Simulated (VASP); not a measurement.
The system is BeZn2Se3.

```
Be Zn Se
1.0
     0.19997    0.17465    6.46118
     6.64377    0.03564    0.21009
    -3.29102    5.92786    0.05387
Be Zn Se
2 4 6
Direct
  0.49601 0.68099 0.31037
  0.48290 0.29549 0.67020
  0.99365 0.35117 0.34768
  0.99071 0.00846 0.69060
  0.02719 0.65794 0.98237
  0.51982 0.07168 0.04718
  0.35805 0.33973 0.37274
  0.38125 0.95021 0.62292
  0.37364 0.64130 0.99373
  0.86907 0.66991 0.27522
  0.84507 0.34004 0.69537
  0.91264 0.99309 0.99159
```

```yaml
Program: VASP 6.6.1
Task: relaxation of cell and atoms
Functional: PBE
Potentials_or_basis: VASP PAW PBE potentials, release 64 (Be, Zn, Se)
Cutoff: 600 eV
k_mesh: 2 × 3 × 3
Occupations: gaussian, width 0.1 eV
Spin: no spin polarisation
```

At the start: pressure 4.3 GPa; volume 21.23 Å³/atom.

**Question.** Where does the relaxation end?

**Answer.** Over 20 steps the energy falls by 229.2 meV/atom and the volume is 21.41 Å³/atom (+0.8 %); space group P1 (No. 1, to 0.1 Å) before, P31m (No. 157, to 0.1 Å).

The path:
| step | energy change (eV) | largest force (eV/Å) | pressure (GPa) | volume (Å³) |
| --- | --- | --- | --- | --- |
| 1 | 0.0000 | 4.5194 | 4.31 | 254.79 |
| 2 | -1.6885 | 0.8486 | -3.13 | 276.16 |
| 3 | -1.6895 | 0.8742 | -2.94 | 275.19 |
| 4 | -2.1594 | 0.7707 | -0.68 | 262.18 |
| 5 | -2.2415 | 0.9175 | 1.09 | 254.60 |
| 6 | -2.4433 | 0.6646 | 0.51 | 255.60 |
| 7 | -2.5026 | 0.7779 | 0.21 | 256.47 |
| 8 | -2.6376 | 0.4598 | -0.42 | 258.49 |
| 9 | -2.6509 | 0.5495 | -0.61 | 259.35 |
| 10 | -2.7094 | 0.2704 | 0.28 | 255.59 |
| 11 | -2.7147 | 0.2113 | 0.66 | 254.09 |
| 12 | -2.7399 | 0.1158 | -0.08 | 257.10 |
| 13 | -2.7400 | 0.1179 | -0.14 | 257.28 |
| 14 | -2.7461 | 0.0791 | -0.02 | 256.83 |
| 15 | -2.7465 | 0.0940 | 0.03 | 256.67 |
| 16 | -2.7487 | 0.0412 | 0.00 | 256.78 |
| 17 | -2.7488 | 0.0423 | -0.01 | 256.80 |
| 18 | -2.7496 | 0.0304 | 0.01 | 256.73 |
| 19 | -2.7498 | 0.0391 | 0.03 | 256.68 |
| 20 | -2.7502 | 0.0195 | -0.06 | 256.95 |

Final structure:
```yaml
crystal:
  lattice:
    - [-0.00111, 0.00296, 6.45032]
    - [6.77903, -0.00199, 0.00102]
    - [-3.39190, 5.87717, 0.00006]
  atoms:
    - { symbol: Be, position: [0.49893, 0.66711, 0.33485] }
    - { symbol: Be, position: [0.49918, 0.33345, 0.66764] }
    - { symbol: Zn, position: [0.00324, 0.34188, 0.34066] }
    - { symbol: Zn, position: [0.00377, 0.99977, 0.65690] }
    - { symbol: Zn, position: [0.00352, 0.65797, 0.99844] }
    - { symbol: Zn, position: [0.49984, 0.99992, 0.00131] }
    - { symbol: Se, position: [0.38675, 0.35758, 0.35867] }
    - { symbol: Se, position: [0.38683, 0.00007, 0.64387] }
    - { symbol: Se, position: [0.38683, 0.64255, 0.00132] }
    - { symbol: Se, position: [0.84845, 0.66676, 0.33209] }
    - { symbol: Se, position: [0.84880, 0.33313, 0.66557] }
    - { symbol: Se, position: [0.88386, 0.99981, 0.99867] }
```

Caveat: the k points lie up to 0.49 Å⁻¹ apart in the final cell.
